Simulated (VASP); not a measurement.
## BaTiO3: single point with PBE

The system is BaTiO3.

```xyz
5
Lattice="3.9041 0.0000 0.0000 0.0000 2.7790 2.7871 0.0000 -2.7790 2.7871" Properties=species:S:1:pos:R:3 pbc="T T T"
Ba    0.0000    0.0000    0.0000
Ti    1.9521    0.0000    2.8562
O     1.9521    1.3523    4.1725
O     1.9521   -1.3523    4.1725
O     0.0000    0.0000    2.7168
```

```yaml
Program: VASP 6.6.1
Task: single point
Functional: PBE
Potentials_or_basis: VASP PAW PBE potentials, release 64 (Ba_sv, Ti_sv, O)
Cutoff: 600 eV
k_mesh: 7 × 7 × 7
Occupations: fermi-dirac, width 0.05 eV
Spin: no spin polarisation
Dipole_correction: no
Further_INCAR_settings: ALGO = Normal; EDIFF = 1e-06; NBANDS = 28
```

- Pressure: 16.6 GPa
- Largest force: 0.277 eV/Å
- Band gap on the k mesh: 2.05 eV (least direct gap 2.12 eV)

Forces on the atoms (eV/Å):
```
Ba   0.000  0.000  0.165
Ti   0.000  0.000 -0.188
O    0.000  0.265 -0.082
O    0.000 -0.265 -0.082
O    0.000  0.000  0.185
```

Stress tensor (GPa, compression positive):
```
16.73  0.00  0.00
 0.00 16.86  0.00
 0.00  0.00 16.11
```

Levels at points of the mesh, in eV from the valence-band top:
| k point | band 18 | band 19 | band 20 | band 21 | band 22 | band 23 |
| --- | --- | --- | --- | --- | --- | --- |
| (0.00, 0.00, 0.00) | -0.24 | -0.12 | -0.07 | 2.05 | 2.12 | 2.30 |

Run time: 2.3 min on 1 thread of Intel Xeon 8259CL, on a shared host, peak memory 0.27 GiB.

Caveat: the cell stands under pressure; spin-orbit coupling is left out, which moves the levels of the heavy elements. A k mesh can miss the band edges.
